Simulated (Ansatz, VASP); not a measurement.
One calculation of HfO2, two programs

The input POSCAR:

```
HfO2
1.0
    3.5580193300      0.0000000000      0.0000000000
    0.0000000000      3.5580193300      0.0000000000
    0.0000000000      0.0000000000      5.1718612100
Hf O
2 4
Direct
    0.5000000000      0.5000000000      0.5000000000
    0.0000000000      0.0000000000      0.0000000000
    0.0000000000      0.5000000000      0.6972078800
    0.5000000000      0.0000000000      0.8027921200
    0.5000000000      0.0000000000      0.3027921200
    0.0000000000      0.5000000000      0.1972078800
```

The input INCAR.step1:

```
SYSTEM = HfO2
  PREC = Accurate
  ENCUT = 520
  ISMEAR = 0
  SIGMA = 0.02
  LREAL = .False.
  LASPH = .True.
  NELM = 60
  GGA = PE
  ALGO = Normal
  EDIFF = 1E-4
  LWAVE = .True.
  LCHARG = .False.
```

INCAR.step2

```
SYSTEM = HfO2
  PREC = Accurate
  ENCUT = 520
  EDIFF = 1E-6
  ISMEAR = 0
  SIGMA = 0.02
  LREAL = .False.
  LASPH = .True.
  NELM = 60
  ALGO = Normal
  ISIF = 2
  LWAVE = .False.
  LCHARG = .False.
  METAGGA = R2SCAN
  LMIXTAU = .True.
  IBRION = 2
  NSW = 60
  EDIFFG = -0.01
  ISTART = 1
```

Contents of KPOINTS:

```
Automatic mesh
0
Gamma
  6 6 6
  0 0 0
```

Input for Ansatz:

```yaml
crystal:
  lattice:
    - [3.55801933, 0.0, 0.0]
    - [0.0, 3.55801933, 0.0]
    - [0.0, 0.0, 5.17186121]
  atoms:
    - { symbol: Hf, position: [0.5, 0.5, 0.5] }
    - { symbol: Hf, position: [0.0, 0.0, 0.0] }
    - { symbol: O, position: [0.0, 0.5, 0.69720788] }
    - { symbol: O, position: [0.5, 0.0, 0.80279212] }
    - { symbol: O, position: [0.5, 0.0, 0.30279212] }
    - { symbol: O, position: [0.0, 0.5, 0.19720788] }
basis:
  ecutwfc: 500
kpoints:
  mp_grid: { grid: [6, 6, 6] }
hamiltonian:
  xc: r2scan
scf:
  occupations: { method: gaussian, width: 0.02 }
output:
  forces: true
  stress: true
  eigenvalues: true
  write_density: true
  write_potential: true
  elf: true
  volumetric_format: npy
relax:
  adjacent_minimum: "off"
  f_tol: 0.01
  max_steps: 40
```

Alike in both runs: task relaxation of the atoms; functional r2SCAN; k mesh 6 × 6 × 6; occupations gaussian, width 0.02 eV; no spin polarisation.

```csv
,VASP,Ansatz
version,VASP 6.6.1,Ansatz 0.2.0
potentials or method,"VASP PAW PBE potentials, release 64 (Hf_pv, O), cutoff 520 eV","scalar-relativistic, plane waves, PAW"
valence electrons in the cell,44,76
```

|  | VASP | Ansatz | Ansatz less VASP |
| --- | --- | --- | --- |
| gap on the k mesh at the Fermi level, each at its own relaxed structure (eV) | 5.29 | 5.26 | -0.038 |

VASP's potentials were made for PBE, not for r2SCAN. VASP's potentials hold 44 valence electrons a cell and Ansatz's 76, so a difference there can come from the potentials and not from the codes. Ansatz's warnings: stress scf threshold loose.

Spin-orbit coupling is off throughout. Noted on VASP's run: the relaxation stopped at its first step, so nothing moved.
